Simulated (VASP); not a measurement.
Here is a VASP 6.6.1 calculation.

The input POSCAR:

```
ZnF2
1.0
    4.7033647456      0.0000000000      0.0000000000
    0.0000000000      4.7033647456      0.0000000000
    0.0000000000      0.0000000000      3.1267863794
Zn F
2 4
Direct
    0.0000000000      0.0000000000      0.0000000000
    0.5000000000      0.5000000000      0.5000000000
    0.3031901719      0.3031901719      0.0000000000
    0.1968098281      0.8031901719      0.5000000000
    0.8031901719      0.1968098281      0.5000000000
    0.6968098281      0.6968098281      0.0000000000
```

INCAR.step1

```
PREC     = Accurate       # precision mode
ENCUT    = 660            # plane-wave cutoff, eV
ISMEAR   = 0              # smearing method
SIGMA    = 0.01           # smearing width, eV
LREAL    = False          # projectors in reciprocal space
LASPH    = True           # aspherical terms in the spheres
NELM     = 120            # most SCF steps
NBANDS   = 35             # bands
GGA      = PE             # functional
ALGO     = Normal         # electronic algorithm
EDIFF    = 1E-5           # SCF threshold, eV
LWAVE    = True           # write WAVECAR
LCHARG   = False          # write CHGCAR
GGA_COMPAT= False
```

The input INCAR.step2:

```
PREC     = Accurate       # precision mode
ENCUT    = 660            # plane-wave cutoff, eV
EDIFF    = 1E-6           # SCF threshold, eV
ISMEAR   = 0              # smearing method
SIGMA    = 0.01           # smearing width, eV
LREAL    = False          # projectors in reciprocal space
LASPH    = True           # aspherical terms in the spheres
NELM     = 120            # most SCF steps
ALGO     = Normal         # electronic algorithm
ISIF     = 2              # what is computed and relaxed
LWAVE    = False          # write WAVECAR
LCHARG   = False          # write CHGCAR
METAGGA  = R2SCAN         # meta-GGA
LMIXTAU  = True         
NBANDS   = 35             # bands
ISTART   = 1            
GGA_COMPAT= False
```

File KPOINTS:

```
Automatic mesh
0
Gamma
  4 4 6
```

Potentials or basis: VASP PAW PBE potentials, release 64 (Zn, F).

The run is started by

```sh
$ cat potpaw_PBE.64/Zn/POTCAR potpaw_PBE.64/F/POTCAR > POTCAR
$ cp INCAR.step1 INCAR
$ mpirun -np 1 vasp_std > vasp.out
$ cp INCAR.step2 INCAR
$ mpirun -np 1 vasp_std > vasp.out
```

Problem. What does it give for the largest force?

Solution. 0.015 eV/Å.

Problem. What does it give for the pressure?

Solution. 0.3 GPa.

Problem. Predict the band gap on the k mesh.

Solution. 4.22 eV.

Forces in eV/Å, atoms in the order of the input:
```
Zn   0.000  0.000  0.000
Zn   0.000  0.000  0.000
F   -0.010 -0.010  0.000
F    0.010 -0.010  0.000
F   -0.010  0.010  0.000
F    0.010  0.010  0.000
```

Caveat: the structure was generated, so it needn't be the stable form of ZnF2; the PAW data sets were made with another functional, which shifts forces and pressure a little.
